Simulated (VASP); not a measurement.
# N (Pm-3m) in VASP: a series of runs

N is run at these levels: r2SCAN; tasks: single point, relaxation of cell and atoms.

All numbers are computed with VASP 6.6.1; they aren't measurements. Logs are shortened: lines on timing, memory, paths and dates and some standing lists are left out, and cuts for length are marked.

### Step 1. The cell of the first run

The structure is cubic, space group Pm-3m (No. 221). Conventional cell: a = 1.856 Å, b = 1.856 Å, c = 1.856 Å, α = 90.00°, β = 90.00°, γ = 90.00°. Within 2.5 Å of N (site symmetry m-3m) lie 6 N at 1.86 Å.

### Step 2. Single point, r2SCAN

File POSCAR:

```
N
1.0
    1.8556066858      0.0000000000      0.0000000000
    0.0000000000      1.8556066858      0.0000000000
    0.0000000000      0.0000000000      1.8556066858
N
1
Direct
    0.0000000000      0.0000000000      0.0000000000
```

File INCAR.step1:

```
ALGO     = Normal         # electronic algorithm
EDIFF    = 1E-4           # SCF threshold, eV
ENCUT    = 520            # plane-wave cutoff, eV
GGA      = PE             # functional
ISMEAR   = 0              # smearing method
LASPH    = True           # aspherical terms in the spheres
LCHARG   = False          # write CHGCAR
LREAL    = False          # projectors in reciprocal space
LWAVE    = True           # write WAVECAR
NBANDS   = 8              # bands
NELM     = 60             # most SCF steps
PREC     = Accurate       # precision mode
SIGMA    = 0.1            # smearing width, eV
```

File INCAR.step2:

```
ALGO     = Normal         # electronic algorithm
EDIFF    = 1E-6           # SCF threshold, eV
ENCUT    = 520            # plane-wave cutoff, eV
ISIF     = 2              # what is computed and relaxed
ISMEAR   = 0              # smearing method
ISTART   = 1            
LASPH    = True           # aspherical terms in the spheres
LCHARG   = False          # write CHGCAR
LMIXTAU  = True         
LREAL    = False          # projectors in reciprocal space
LWAVE    = False          # write WAVECAR
METAGGA  = R2SCAN         # meta-GGA
NBANDS   = 8              # bands
NELM     = 60             # most SCF steps
PREC     = Accurate       # precision mode
SIGMA    = 0.1            # smearing width, eV
```

File KPOINTS:

```
k-points
0
Gamma
  22 22 22
```

Potentials or basis: VASP PAW PBE potentials, release 64 (N).

On the command line:

```sh
cat potpaw_PBE.64/N/POTCAR > POTCAR
cp INCAR.step1 INCAR
mpirun -np 1 vasp_std > vasp.out
cp INCAR.step2 INCAR
mpirun -np 1 vasp_std > vasp.out
```

OUTCAR:

```text
EDIFF = 1E-6
   ENCUT = 520
   ISIF = 2
   ISMEAR = 0
   ISTART = 1
   LASPH = True
   LREAL = False
   METAGGA = R2SCAN
   NELM = 60
   PREC = Accurate

 ion  position               nearest neighbor table
   1  0.000  0.000  0.000-

  LATTYP: Found a simple cubic cell.
 ALAT       =     1.8556066858

  Lattice vectors:

 A1 = (   1.8556066858,   0.0000000000,   0.0000000000)
 A2 = (   0.0000000000,   1.8556066858,   0.0000000000)
 A3 = (   0.0000000000,   0.0000000000,   1.8556066858)

Analysis of symmetry for initial positions (statically):
=====================================================================
 Subroutine PRICEL returns:
 Original cell was already a primitive cell.

 Routine SETGRP: Setting up the symmetry group for a
 simple cubic supercell.

 Subroutine GETGRP returns: Found 48 space group operations
 (whereof 48 operations were pure point group operations)
 out of a pool of 48 trial point group operations.

The static configuration has the point symmetry O_h .

Analysis of symmetry for dynamics (positions and initial velocities):
=====================================================================
 Subroutine PRICEL returns:
 Original cell was already a primitive cell.

 Routine SETGRP: Setting up the symmetry group for a
 simple cubic supercell.

 Subroutine GETGRP returns: Found 48 space group operations
 (whereof 48 operations were pure point group operations)
 out of a pool of 48 trial point group operations.

The dynamic configuration has the point symmetry O_h .

 Subroutine INISYM returns: Found 48 space group operations
 (whereof 48 operations are pure point group operations),
 and found     1 'primitive' translations

----------------------------------------------------------------------------------------

                                     Primitive cell

  volume of cell :       6.3894

  direct lattice vectors                    reciprocal lattice vectors
     1.855606686  0.000000000  0.000000000     0.538907306  0.000000000  0.000000000
     0.000000000  1.855606686  0.000000000     0.000000000  0.538907306  0.000000000
     0.000000000  0.000000000  1.855606686     0.000000000  0.000000000  0.538907306

  length of vectors
     1.855606686  1.855606686  1.855606686     0.538907306  0.538907306  0.538907306

  position of ions in fractional coordinates (direct lattice)
     0.000000000  0.000000000  0.000000000

  ion indices of the primitive-cell ions
   primitive index   ion index
                 1           1

----------------------------------------------------------------------------------------

 KPOINTS: k-points

Automatic generation of k-mesh.
 Grid dimensions read from file:
 generate k-points for:   22   22   22

 Generating k-lattice:

  Cartesian coordinates                     Fractional coordinates (reciprocal lattice)
     0.024495787  0.000000000  0.000000000     0.045454545  0.000000000  0.000000000
     0.000000000  0.024495787  0.000000000     0.000000000  0.045454545  0.000000000
     0.000000000  0.000000000  0.024495787     0.000000000  0.000000000  0.045454545

  Length of vectors
     0.024495787  0.024495787  0.024495787

  Shift w.r.t. Gamma in fractional coordinates (k-lattice)
     0.000000000  0.000000000  0.000000000

 Subroutine IBZKPT returns following result:
 ===========================================

 Found    364 irreducible k-points:

 Following reciprocal coordinates:
            Coordinates               Weight
  0.000000  0.000000  0.000000      1.000000
  0.045455  0.000000  0.000000      6.000000
  0.090909  0.000000  0.000000      6.000000
  0.136364  0.000000  0.000000      6.000000
  0.181818  0.000000  0.000000      6.000000
  0.227273  0.000000  0.000000      6.000000
[... 16 lines left out ...]
  0.500000  0.045455  0.000000     12.000000
  0.090909  0.090909  0.000000     12.000000
 [... further k-points ...]
   k-points           NKPTS =    364   k-points in BZ     NKDIM =    364   number of bands    NBANDS=      8
   number of dos      NEDOS =    301   number of ions     NIONS =      1
   total plane-waves  NPLWV =   2744
   dimension x,y,z NGX =    14 NGY =   14 NGZ =   14
   dimension x,y,z NGXF=    28 NGYF=   28 NGZF=   28
   ions per type =               1
   NGX,Y,Z   is equivalent  to a cutoff of  12.54, 12.54, 12.54 a.u.
   NGXF,Y,Z  is equivalent  to a cutoff of  25.09, 25.09, 25.09 a.u.
 SYSTEM =  unknown system
   PREC   = accura    normal or accurate (medium, high low for compatibility)
   ISTART =      1    job   : 0-new  1-cont  2-samecut
   ICHARG =      0    charge: 1-file 2-atom 10-const
   ISPIN  =      1    spin polarized calculation?
   LNONCOLLINEAR =      F non collinear calculations
   LSORBIT =      F    spin-orbit coupling
   LASPH  =      T    aspherical Exc in radial PAW
   ENCUT  =  520.0 eV  38.22 Ry    6.18 a.u.   3.45  3.45  3.45*2*pi/ulx,y,z
   NELM   =     60;   NELMIN=  2; NELMDL=  0     # of ELM steps
   EDIFF  = 0.1E-05   stopping-criterion for ELM
   LREAL  =      F    real-space projection
[... 7 lines left out ...]
   TEBEG  =    0.0;   TEEND  =   0.0 temperature during run
   PSTRESS=    0.0 pullay stress
   NELECT =       5.0000    total number of electrons
   NUPDOWN=      -1.0000    fix difference up-down
   EMIN   =  10.00;   EMAX   =-10.00  energy-range for DOS
   EFERMI =   0.00;   METHOD = LEGACY
   ISMEAR =     0;   SIGMA  =   0.10  broadening in eV -4-tet -1-fermi 0-gaus
   EFERMI_NEDOS =   21; number of points for ismear=-14 and -15
   IALGO  =     38    algorithm
   IMIX   =      4    mixing-type and parameters
     AMIX     =   0.40;   BMIX     =  1.00
     AMIX_MAG =   1.60;   BMIX_MAG =  1.00
  volume/ion in A,a.u.               =       6.39        43.12
  Fermi-wavevector in a.u.,A,eV,Ry     =   1.508617  2.850872 30.965830  2.275924
  Thomas-Fermi vector in A             =   2.619047
   LORBIT       =      0    0 simple, 1 ext, 2 COOP (PROOUT), +10 PAW based schemes
   METAGGA = R2SCAN    functional components
   LHFCALC =     F    Hartree Fock is set to
   AEXX    =    0.0000 exact exchange contribution
   IVDW    =     0    specifies the selected vdW correction
   LEPSILON=     F    determine dielectric tensor
   LRPA    =     F    only Hartree local field effects (RPA)
 non-spin polarized calculation
 Gauss-broadening in eV      SIGMA  =   0.10
  energy-cutoff  :      520.00
  volume of cell :        6.39
 maximum number of plane-waves:       182
 NGX is ok and might be reduce to    14
   NGX =  7   NGY =  7   NGZ =  7

 number of electron       4.9999999 magnetization

 Free energy of the ion-electron system (eV)
  ---------------------------------------------------
  ext. energy  EPLUGINS =         0.00000000
  ---------------------------------------------------
  free energy    TOTEN  =        -5.74154139 eV

  energy without entropy =       -5.73914496  energy(sigma->0) =       -5.74034317

 E-fermi :   7.6528     XC(G=0): -14.3268

 val. band max:        7.6491626461   @ k =   0.1818   0.1364   0.0455
 cond. band min:       7.6843624888   @ k =   0.5000   0.2727   0.1818
 fundamental gap:      0.0351998428
 Fermi energy:         7.6527561969

 k-point     1 :       0.0000    0.0000    0.0000
  band No.  band energies     occupation
      1     -16.3234      2.00000
      2      12.1813      0.00000
      3      12.1813      0.00000
      4      12.1813      0.00000
      5      31.6697      0.00000
      6      34.5969      0.00000
      7      34.5969      0.00000
      8      60.0167      0.00000

 k-point     2 :       0.0455    0.0000    0.0000
  band No.  band energies     occupation
      1     -16.2497      2.00000
      2      11.7866      0.00000
      3      12.2177      0.00000
      4      12.2177      0.00000
      5      31.7342      0.00000
      6      34.6812      0.00000
      7      34.9755      0.00000
      8      59.6784      0.00000

 k-point     3 :       0.0909    0.0000    0.0000
  band No.  band energies     occupation
      1     -16.0290      2.00000
      2      10.6982      0.00000
      3      12.3261      0.00000
      4      12.3261      0.00000
      5      31.8923      0.00000
      6      34.9333      0.00000
      7      36.0278      0.00000
      8      58.7158      0.00000

 k-point     4 :       0.1364    0.0000    0.0000
  band No.  band energies     occupation
      1     -15.6629      2.00000
      2       9.1245      0.00000
      3      12.4999      0.00000
      4      12.4999      0.00000
      5      32.1040      0.00000
      6      35.3505      0.00000
      7      37.5107      0.00000
      8      57.2819      0.00000

 k-point     5 :       0.1818    0.0000    0.0000
  band No.  band energies     occupation
      1     -15.1546      2.00000
      2       7.2708      2.00000
      3      12.7291      0.00000
      4      12.7291      0.00000
      5      32.3591      0.00000
      6      35.9273      0.00000
      7      39.1042      0.00000
      8      55.5854      0.00000

 k-point     6 :       0.2273    0.0000    0.0000
  band No.  band energies     occupation
      1     -14.5098      2.00000
      2       5.2890      2.00000
      3      12.9984      0.00000
      4      12.9984      0.00000
      5      32.6526      0.00000
      6      36.6544      0.00000
      7      40.5007      0.00000
      8      53.8193      0.00000

 k-point     7 :       0.2727    0.0000    0.0000
  band No.  band energies     occupation
      1     -13.7370      2.00000
      2       3.2864      2.00000
      3      13.2897      0.00000
      4      13.2897      0.00000
      5      32.9760      0.00000
      6      37.5160      0.00000
      7      41.4898      0.00000
      8      52.1322      0.00000
[... 133 lines left out ...]
 k-point    20 :       0.3636    0.0455    0.0000
  band No.  band energies     occupation
      1     -11.8189      2.00000
      2      -0.4195      2.00000
      3      13.5383      0.00000
      4      13.8757      0.00000
      5      33.4297      0.00000
      6      39.7120      0.00000
      7      42.2391      0.00000
      8      48.8062      0.00000

 k-point    21 :       0.4091    0.0455    0.0000
  band No.  band energies     occupation
      1     -10.8456      2.00000
      2      -2.0174      2.00000
      3      13.7618      0.00000
      4      14.0866      0.00000
      5      33.6290      0.00000
      6      40.6938      0.00000
      7      42.2314      0.00000
      8      47.7432      0.00000

 k-point    22 :       0.4545    0.0455    0.0000
  band No.  band energies     occupation
      1     -10.0228      2.00000
      2      -3.2199      2.00000
      3      13.9077      0.00000
      4      14.2243      0.00000
      5      33.7592      0.00000
      6      41.4791      0.00000
      7      42.1817      0.00000
      8      46.9862      0.00000

 k-point    23 :       0.5000    0.0455    0.0000
  band No.  band energies     occupation
      1      -9.6706      2.00000
      2      -3.6995      2.00000
      3      13.9590      0.00000
      4      14.2719      0.00000
      5      33.8044      0.00000
      6      41.7918      0.00000
      7      42.1664      0.00000
      8      46.6927      0.00000

 k-point    24 :       0.0909    0.0909    0.0000
  band No.  band energies     occupation
      1     -15.7352      2.00000
      2      10.6316      0.00000
      3      11.1031      0.00000
      4      12.4701      0.00000
      5      32.0867      0.00000
      6      35.8055      0.00000
      7      36.8304      0.00000
      8      56.7504      0.00000

 [... further k-points ...]

------------------------ aborting loop because EDIFF is reached ----------------------------------------

  FORCE on cell =-STRESS in cart. coord.  units (eV):
  Direction    XX          YY          ZZ          XY          YZ          ZX
  --------------------------------------------------------------------------------------
  -------------------------------------------------------------------------------------
  Total       -0.0089989     -0.0089989     -0.0089989      0.0000000     -0.0000000      0.0000000
  in kB       -2.2565364     -2.2565364     -2.2565364      0.0000000     -0.0000000      0.0000000
  external PRESSURE =      -2.2565364 kB  Pullay stress =       0.0000000 kB

 VOLUME and BASIS-vectors are now :
 -----------------------------------------------------------------------------
  energy-cutoff  :      520.00
  volume of cell :        6.39
      direct lattice vectors                 reciprocal lattice vectors
     1.855606686  0.000000000  0.000000000     0.538907306  0.000000000  0.000000000
     0.000000000  1.855606686  0.000000000     0.000000000  0.538907306  0.000000000
     0.000000000  0.000000000  1.855606686     0.000000000  0.000000000  0.538907306

 POSITION                                       TOTAL-FORCE (eV/Angst)
 -----------------------------------------------------------------------------------
      0.00000      0.00000      0.00000         0.000000      0.000000      0.000000
 -----------------------------------------------------------------------------------
    total drift:                               -0.000000     -0.000000     -0.000000

  FREE ENERGIE OF THE ION-ELECTRON SYSTEM (eV)
  ---------------------------------------------------
  free  energy   TOTEN  =        -5.7415413880 eV

  energy  without entropy=       -5.7391449556  energy(sigma->0) =       -5.74034317
```

It took 16 s on 1 thread of Intel Xeon Platinum 8488C (Sapphire Rapids), shared host; peak memory 0.12 GiB.

What came out:

- Free energy: -5.7415 eV
- Pressure: -0.2 GPa
- Band gap on the k mesh: zero (an odd number of electrons rules out a gap without spin polarisation)

Caveat: the PAW data sets were made with another functional, which shifts forces and pressure a little.

### Step 3. Relaxation of cell and atoms, r2SCAN

This run uses another cell than the first one, of 6.32 Å³/atom.

File POSCAR:

```
N
1.0
    1.8491949012      0.0000000000      0.0000000000
    0.0000000000      1.8491949012      0.0000000000
    0.0000000000      0.0000000000      1.8491949012
N
1
Direct
    0.0000000000      0.0000000000      0.0000000000
```

File INCAR.step1:

```
PREC = Accurate
ENCUT = 600
ISMEAR = 0
SIGMA = 0.1
LREAL = F
LASPH = T
NELM = 60
GGA = PE
ALGO = Normal
EDIFF = 1E-4
LWAVE = T
LCHARG = F
```

File INCAR.step2:

```
PREC = Accurate
ENCUT = 600
EDIFF = 1E-7
ISMEAR = 0
SIGMA = 0.1
LREAL = F
LASPH = T
NELM = 60
ALGO = Normal
ISIF = 3
LWAVE = F
LCHARG = F
METAGGA = R2SCAN
LMIXTAU = T
IBRION = 2
NSW = 80
EDIFFG = -0.01
ISTART = 1
```

File KPOINTS:

```
Automatic mesh
0
Gamma
  22 22 22
```

Potentials or basis: VASP PAW PBE potentials, release 64 (N).

On the command line:

```sh
cat potpaw_PBE.64/N/POTCAR > POTCAR
cp INCAR.step1 INCAR
mpirun -np 1 vasp_std > vasp.out
cp INCAR.step2 INCAR
mpirun -np 1 vasp_std > vasp.out
```

Run time: 40 s. Hardware: 1 thread of Intel Xeon Platinum 8488C (Sapphire Rapids), shared host; peak memory 0.12 GiB.

Results (log left out):

```yaml
Free_energy: -5.7413 eV
Relaxed_volume: 6.38 Å³/atom
Relaxed_cell: a = 1.855 Å, b = 1.855 Å, c = 1.855 Å, α = 90.00°, β = 90.00°, γ = 90.00°
Space_group_after_relaxing_to_0.1_Å: Pm-3m (No. 221)
Energy_gained_by_relaxing: 0.4 meV/atom
Ionic_steps: 3
Pressure_after_relaxing: 0.0 GPa
Band_gap_on_the_k_mesh: zero (an odd number of electrons rules out a gap without spin polarisation)
```

Step by step:
| step | energy change (eV) | largest force (eV/Å) | pressure (GPa) | volume (Å³) |
| --- | --- | --- | --- | --- |
| 1 | 0.0000 | 0.0000 | 1.97 | 6.32 |
| 2 | -0.0004 | 0.0000 | -0.34 | 6.39 |
| 3 | -0.0004 | 0.0000 | 0.00 | 6.38 |

Final structure:
```xyz
1
Lattice="1.8551 0.0000 0.0000 0.0000 1.8551 0.0000 0.0000 0.0000 1.8551" Properties=species:S:1:pos:R:3 pbc="T T T"
N     0.0000    0.0000    0.0000
```

Levels at points of the mesh, in eV from the Fermi level:
| k point | band 1 | band 2 | band 3 | band 4 | band 5 | band 6 |
| --- | --- | --- | --- | --- | --- | --- |
| (0.00, 0.00, 0.00) | -23.99 | 4.53 | 4.53 | 4.53 | 24.03 | 26.95 |
| (0.50, 0.00, 0.00) | -17.40 | -11.43 | 6.59 | 6.59 | 26.52 | 33.90 |
| (0.50, 0.50, 0.00) | -11.01 | -6.99 | -6.99 | 8.28 | 11.16 | 38.31 |
| (0.50, 0.50, 0.50) | -4.65 | -3.48 | -3.48 | -3.48 | 19.75 | 19.75 |

Caveat: the PAW data sets were made with another functional, which shifts forces and pressure a little. Zero-point motion and thermal expansion aren't in these numbers.

The gap in the log of VASP goes by the Fermi energy; the results here count the filled bands.